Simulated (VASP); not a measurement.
# AlN in VASP: notebook

AlN is run at these levels: PBE; tasks: single point.

Program: VASP 6.6.1. These are calculated values, not measurements. Logs are shortened: lines on timing, memory, paths and dates and some standing lists are left out, and cuts for length are marked.

## 1. The cell of the first run

Symmetry: I4/mmm, No. 139, tetragonal system. The conventional cell has a = 2.881 Å, b = 2.881 Å, c = 3.956 Å, α = 90.00°, β = 90.00°, γ = 90.00°. Al (site symmetry 4/mmm) has 6 N at 1.98 to 2.04 Å within 2.6 Å. Within 2.6 Å of N (site symmetry 4/mmm) lie 6 Al at 1.98 to 2.04 Å.

## 2. Single point, PBE (equal xx and yy strain of +3 %)

The input, INCAR:

```
ALGO = Normal
EDIFF = 1E-6
ENCUT = 520
GGA = PE
ISIF = 2
ISMEAR = -1
LASPH = True
LCHARG = True
LELF = True
LREAL = False
LVHAR = True
LWAVE = False
NBANDS = 11
NELM = 80
PREC = Accurate
SIGMA = 0.02
```

The input, KPOINTS:

```
k-points
0
Gamma
  10 10 10
```

The input, POSCAR:

```
AlN
1.0
    0.0000000000      2.0373400000      1.9780000000
    2.0373400000      0.0000000000      1.9780000000
    2.0373400000      2.0373400000      0.0000000000
Al N
1 1
Direct
    0.0000000000      0.0000000000      0.0000000000
    0.5000000000      0.5000000000      0.5000000000
```

Potentials or basis: VASP PAW PBE potentials, release 64 (Al, N).

On the command line:

```sh
> cat potpaw_PBE.64/Al/POTCAR potpaw_PBE.64/N/POTCAR > POTCAR
> mpirun -np 1 vasp_std > vasp.out
```

OUTCAR:

```text
EDIFF = 1E-6
   ENCUT = 520
   GGA = PE
   ISIF = 2
   ISMEAR = -1
   LASPH = True
   LREAL = False
   NELM = 80
   PREC = Accurate

 ion  position               nearest neighbor table
   1  0.000  0.000  0.000-   2 1.98   2 1.98   2 2.04   2 2.04   2 2.04   2 2.04
   2  0.500  0.500  0.500-   1 1.98   1 1.98   1 2.04   1 2.04   1 2.04   1 2.04

  LATTYP: Found a body centered tetragonal cell.
 ALAT       =     2.8812338592
 C/A-ratio  =     1.3730228761

  Lattice vectors:

 A1 = (   0.0000000000,  -2.0373400000,  -1.9780000000)
 A2 = (   0.0000000000,   2.0373400000,  -1.9780000000)
 A3 = (   2.0373400000,   0.0000000000,   1.9780000000)

Analysis of symmetry for initial positions (statically):
=====================================================================
 Subroutine PRICEL returns:
 Original cell was already a primitive cell.

 Routine SETGRP: Setting up the symmetry group for a
 body centered tetragonal supercell.

 Subroutine GETGRP returns: Found 16 space group operations
 (whereof 16 operations were pure point group operations)
 out of a pool of 16 trial point group operations.

The static configuration has the point symmetry D_4h.

Analysis of symmetry for dynamics (positions and initial velocities):
=====================================================================
 Subroutine PRICEL returns:
 Original cell was already a primitive cell.

 Routine SETGRP: Setting up the symmetry group for a
 body centered tetragonal supercell.

 Subroutine GETGRP returns: Found 16 space group operations
 (whereof 16 operations were pure point group operations)
 out of a pool of 16 trial point group operations.

The dynamic configuration has the point symmetry D_4h.

 Subroutine INISYM returns: Found 16 space group operations
 (whereof 16 operations are pure point group operations),
 and found     1 'primitive' translations

----------------------------------------------------------------------------------------

                                     Primitive cell

  volume of cell :      16.4204

  direct lattice vectors                    reciprocal lattice vectors
     0.000000000  2.037340000  1.978000000    -0.245418045  0.245418045  0.252780586
     2.037340000  0.000000000  1.978000000     0.245418045 -0.245418045  0.252780586
     2.037340000  2.037340000  0.000000000     0.245418045  0.245418045 -0.252780586

  length of vectors
     2.839584173  2.839584173  2.881233859     0.429369373  0.429369373  0.429369373

  position of ions in fractional coordinates (direct lattice)
     0.000000000  0.000000000  0.000000000
     0.500000000  0.500000000  0.500000000

  ion indices of the primitive-cell ions
   primitive index   ion index
                 1           1
                 2           2

----------------------------------------------------------------------------------------

 KPOINTS: k-points

Automatic generation of k-mesh.
 Grid dimensions read from file:
 generate k-points for:   10   10   10

 Generating k-lattice:

  Cartesian coordinates                     Fractional coordinates (reciprocal lattice)
    -0.024541805  0.024541805  0.025278059     0.100000000  0.000000000  0.000000000
     0.024541805 -0.024541805  0.025278059     0.000000000  0.100000000  0.000000000
     0.024541805  0.024541805 -0.025278059    -0.000000000 -0.000000000  0.100000000

  Length of vectors
     0.042936937  0.042936937  0.042936937

  Shift w.r.t. Gamma in fractional coordinates (k-lattice)
     0.000000000  0.000000000  0.000000000

 Subroutine IBZKPT returns following result:
 ===========================================

 Found    102 irreducible k-points:

 Following reciprocal coordinates:
            Coordinates               Weight
  0.000000  0.000000  0.000000      1.000000
  0.100000  0.000000  0.000000      8.000000
  0.200000  0.000000  0.000000      8.000000
  0.300000 -0.000000  0.000000      8.000000
  0.400000 -0.000000  0.000000      8.000000
  0.500000  0.000000  0.000000      4.000000
[... 16 lines left out ...]
  0.300000  0.300000  0.000000      2.000000
  0.400000  0.300000  0.000000      8.000000
 [... further k-points ...]
   k-points           NKPTS =    102   k-points in BZ     NKDIM =    102   number of bands    NBANDS=     11
   number of dos      NEDOS =    301   number of ions     NIONS =      2
   total plane-waves  NPLWV =  13824
   dimension x,y,z NGX =    24 NGY =   24 NGZ =   24
   dimension x,y,z NGXF=    48 NGYF=   48 NGZF=   48
   ions per type =               1   1
   NGX,Y,Z   is equivalent  to a cutoff of  14.05, 14.05, 13.85 a.u.
   NGXF,Y,Z  is equivalent  to a cutoff of  28.10, 28.10, 27.70 a.u.
 SYSTEM =  unknown system
   PREC   = accura    normal or accurate (medium, high low for compatibility)
   ISTART =      0    job   : 0-new  1-cont  2-samecut
   ICHARG =      2    charge: 1-file 2-atom 10-const
   ISPIN  =      1    spin polarized calculation?
   LNONCOLLINEAR =      F non collinear calculations
   LSORBIT =      F    spin-orbit coupling
   LASPH  =      T    aspherical Exc in radial PAW
   ENCUT  =  520.0 eV  38.22 Ry    6.18 a.u.   5.28  5.28  5.36*2*pi/ulx,y,z
   NELM   =     80;   NELMIN=  2; NELMDL= -5     # of ELM steps
   EDIFF  = 0.1E-05   stopping-criterion for ELM
   LREAL  =      F    real-space projection
   EDIFFG = 0.1E-04   stopping-criterion for IOM
   NSW    =      0    number of steps for IOM
   IBRION =     -1    ionic relax: 0-MD 1-quasi-New 2-CG
   NFREE  =      0    steps in history (QN), initial steepest desc. (CG)
   ISIF   =      2    stress and relaxation
   ISYM   =      2    0-nonsym 1-usesym 2-fastsym
   POTIM  = 0.5000    time-step for ionic-motion
   TEBEG  =    0.0;   TEEND  =   0.0 temperature during run
   PSTRESS=    0.0 pullay stress
   NELECT =       8.0000    total number of electrons
   NUPDOWN=      -1.0000    fix difference up-down
   EMIN   =  10.00;   EMAX   =-10.00  energy-range for DOS
   EFERMI =   0.00;   METHOD = LEGACY
   ISMEAR =    -1;   SIGMA  =   0.02  broadening in eV -4-tet -1-fermi 0-gaus
   EFERMI_NEDOS =   21; number of points for ismear=-14 and -15
   IALGO  =     38    algorithm
   IMIX   =      4    mixing-type and parameters
     AMIX     =   0.40;   BMIX     =  1.00
     AMIX_MAG =   1.60;   BMIX_MAG =  1.00
  volume/ion in A,a.u.               =       8.21        55.41
  Fermi-wavevector in a.u.,A,eV,Ry     =   1.288181  2.434310 22.577665  1.659412
  Thomas-Fermi vector in A             =   2.420151
   LORBIT       =      0    0 simple, 1 ext, 2 COOP (PROOUT), +10 PAW based schemes
   GGA     = PE    functional components
   LHFCALC =     F    Hartree Fock is set to
   AEXX    =    0.0000 exact exchange contribution
   IVDW    =     0    specifies the selected vdW correction
   LEPSILON=     F    determine dielectric tensor
   LRPA    =     F    only Hartree local field effects (RPA)
 non-spin polarized calculation
  energy-cutoff  :      520.00
  volume of cell :       16.42
 maximum number of plane-waves:       455
 NGX is ok and might be reduce to    24
   NGX = 11   NGY = 11   NGZ = 11

 number of electron       7.9999999 magnetization

 Free energy of the ion-electron system (eV)
  ---------------------------------------------------
  ext. energy  EPLUGINS =         0.00000000
  ---------------------------------------------------
  free energy    TOTEN  =       -14.52765043 eV

  energy without entropy =      -14.52765043  energy(sigma->0) =      -14.52765043

 E-fermi :  10.5045     XC(G=0): -12.3136

 val. band max:       10.1154889870   @ k =   0.0000   0.0000   0.0000
 cond. band min:      14.5441603144   @ k =   0.5000   0.5000   0.0000
 fundamental gap:      4.4286713274
 Fermi energy:        10.5045343486

 k-point     1 :       0.0000    0.0000    0.0000
  band No.  band energies     occupation
      1      -7.5675      2.00000
      2       9.8939      2.00000
      3      10.1155      2.00000
      4      10.1155      2.00000
      5      15.7993      0.00000
      6      22.1118      0.00000
      7      22.1118      0.00000
      8      22.5059      0.00000
      9      27.3953      0.00000
     10      27.4035      0.00000
     11      28.3916      0.00000

 k-point     2 :       0.1000    0.0000    0.0000
  band No.  band energies     occupation
      1      -7.3611      2.00000
      2       9.0104      2.00000
      3       9.8725      2.00000
      4       9.9754      2.00000
      5      16.4220      0.00000
      6      21.3294      0.00000
      7      22.3993      0.00000
      8      22.6880      0.00000
      9      25.9343      0.00000
     10      26.6737      0.00000
     11      28.4283      0.00000

 k-point     3 :       0.2000    0.0000    0.0000
  band No.  band energies     occupation
      1      -6.7605      2.00000
      2       6.8700      2.00000
      3       9.5998      2.00000
      4       9.6375      2.00000
      5      17.0465      0.00000
      6      20.8503      0.00000
      7      22.4562      0.00000
      8      22.9992      0.00000
      9      25.5695      0.00000
     10      25.8954      0.00000
     11      27.7944      0.00000

 k-point     4 :       0.3000   -0.0000    0.0000
  band No.  band energies     occupation
      1      -5.8395      2.00000
      2       4.5313      2.00000
      3       9.2657      2.00000
      4       9.3035      2.00000
      5      16.7505      0.00000
      6      21.6653      0.00000
      7      21.8165      0.00000
      8      22.3812      0.00000
      9      26.8250      0.00000
     10      27.2122      0.00000
     11      27.3538      0.00000
[... 239 lines left out ...]
 k-point    22 :      -0.2000    0.2000    0.0000
  band No.  band energies     occupation
      1      -5.5782      2.00000
      2       5.2546      2.00000
      3       7.0241      2.00000
      4       9.3162      2.00000
      5      18.6985      0.00000
      6      20.1982      0.00000
      7      20.9406      0.00000
      8      22.4440      0.00000
      9      24.9370      0.00000
     10      29.1663      0.00000
     11      31.3859      0.00000

 k-point    23 :       0.3000    0.3000    0.0000
  band No.  band energies     occupation
      1      -5.2059      2.00000
      2       5.2135      2.00000
      3       7.9139      2.00000
      4       7.9139      2.00000
      5      16.6228      0.00000
      6      16.9791      0.00000
      7      22.1436      0.00000
      8      25.5327      0.00000
      9      25.5327      0.00000
     10      30.3445      0.00000
     11      34.3549      0.00000

 k-point    24 :       0.4000    0.3000    0.0000
  band No.  band energies     occupation
      1      -4.4250      2.00000
      2       4.1740      2.00000
      3       7.1784      2.00000
      4       7.6341      2.00000
      5      16.1395      0.00000
      6      16.8489      0.00000
      7      22.5286      0.00000
      8      25.4912      0.00000
      9      26.3216      0.00000
     10      31.7730      0.00000
     11      35.0867      0.00000

 [... further k-points ...]
[... 5 lines left out ...]
  --------------------------------------------------------------------------------------
  -------------------------------------------------------------------------------------
  Total        0.4187024      0.4187024      1.3726880      0.0000000     -0.0000000      0.0000000
  in kB       40.8538258     40.8538258    133.9365543      0.0000000     -0.0000000      0.0000000
  external PRESSURE =      71.8814019 kB  Pullay stress =       0.0000000 kB

 VOLUME and BASIS-vectors are now :
 -----------------------------------------------------------------------------
  energy-cutoff  :      520.00
  volume of cell :       16.42
      direct lattice vectors                 reciprocal lattice vectors
     0.000000000  2.037340000  1.978000000    -0.245418045  0.245418045  0.252780586
     2.037340000  0.000000000  1.978000000     0.245418045 -0.245418045  0.252780586
     2.037340000  2.037340000  0.000000000     0.245418045  0.245418045 -0.252780586

 POSITION                                       TOTAL-FORCE (eV/Angst)
 -----------------------------------------------------------------------------------
      0.00000      0.00000      0.00000         0.000000      0.000000      0.000000
      2.03734      2.03734      1.97800        -0.000000      0.000000     -0.000000
 -----------------------------------------------------------------------------------
    total drift:                               -0.000000     -0.000000      0.000000

  FREE ENERGIE OF THE ION-ELECTRON SYSTEM (eV)
  ---------------------------------------------------
  free  energy   TOTEN  =       -14.5276504336 eV

  energy  without entropy=      -14.5276504336  energy(sigma->0) =      -14.52765043
```

Wall time 20 s (1 thread of Intel Xeon 8259CL, shared host); peak memory 0.15 GiB.

What came out:

* Free energy: -14.5277 eV
* Pressure: 7.2 GPa
* Band gap on the k mesh: 4.43 eV, indirect (least direct gap 5.68 eV)

Levels at points of the mesh, in eV from the valence-band top:
```
           k point  band 1  band 2  band 3  band 4  band 5  band 6  band 7  band 8  band 9
(0.00, 0.00, 0.00)  -17.68   -0.22    0.00    0.00    5.68   12.00   12.00   12.39   17.28
(0.50, 0.00, 0.00)  -14.40   -8.41   -1.22   -1.11    6.08   10.65   11.37   13.31   16.10
(0.50, 0.50, 0.00)  -13.25   -7.40   -3.03   -3.03    4.43    5.03   14.31   17.07   17.07
(0.50, 0.00, 0.50)  -13.49   -7.54   -3.00   -2.62    4.70    5.33   13.93   16.89   17.89
```

Caveat: the cell differs from its parent crystal (equal xx and yy strain of +3 %).

## 3. Single point, PBE (equal xy, yz and zx shear strains of -3 %)

The input, INCAR:

```
SYSTEM = AlN
PREC = Accurate
ENCUT = 520
EDIFF = 1E-6
ISMEAR = -1
SIGMA = 0.02
LREAL = .False.
LASPH = .True.
NELM = 80
ALGO = Normal
ISIF = 2
LWAVE = .False.
LCHARG = .True.
GGA = PE
LELF = .True.
LVHAR = .True.
NBANDS = 11
```

The input, KPOINTS:

```
Automatic mesh
0
Gamma
  10 10 10
  0 0 0
```

The input, POSCAR:

```
AlN
1.0
   -0.0593400000      1.9483300000      1.9483300000
    1.9483300000     -0.0593400000      1.9483300000
    1.9483300000      1.9483300000     -0.0593400000
Al N
1 1
Direct
    0.0000000000      0.0000000000      0.0000000000
    0.5000000000      0.5000000000      0.5000000000
```

Potentials or basis: VASP PAW PBE potentials, release 64 (Al, N).

On the command line:

```sh
> cat potpaw_PBE.64/Al/POTCAR potpaw_PBE.64/N/POTCAR > POTCAR
> mpirun -np 1 vasp_std > vasp.out
```

It took 23 s on 1 thread of Intel Xeon 8259CL, shared host; peak memory 0.13 GiB.

Results (log left out):

| Item | Value |
| --- | --- |
| Free energy | -14.3990 eV |
| Pressure | 25.6 GPa |
| Band gap on the k mesh | 4.29 eV, indirect (least direct gap 6.14 eV) |

Stress tensor (GPa, compression positive):
```
25.62  9.86  9.86
 9.86 25.62  9.86
 9.86  9.86 25.62
```

Levels at points of the mesh, in eV from the valence-band top:
```csv
k point,band 1,band 2,band 3,band 4,band 5,band 6,band 7,band 8
"(0.00, 0.00, 0.00)",-18.59,-0.62,-0.62,0.00,6.14,11.47,11.47,13.09
"(0.50, 0.00, 0.00)",-15.14,-9.26,-1.70,-1.29,6.30,11.10,11.76,13.63
"(0.50, 0.50, 0.00)",-13.97,-8.25,-3.72,-3.04,4.29,5.33,14.33,17.70
"(0.50, 0.50, 0.50)",-14.78,-8.83,-1.95,-1.95,5.50,10.39,10.39,14.37
```

Caveat: the cell differs from its parent crystal (equal xy, yz and zx shear strains of -3 %).
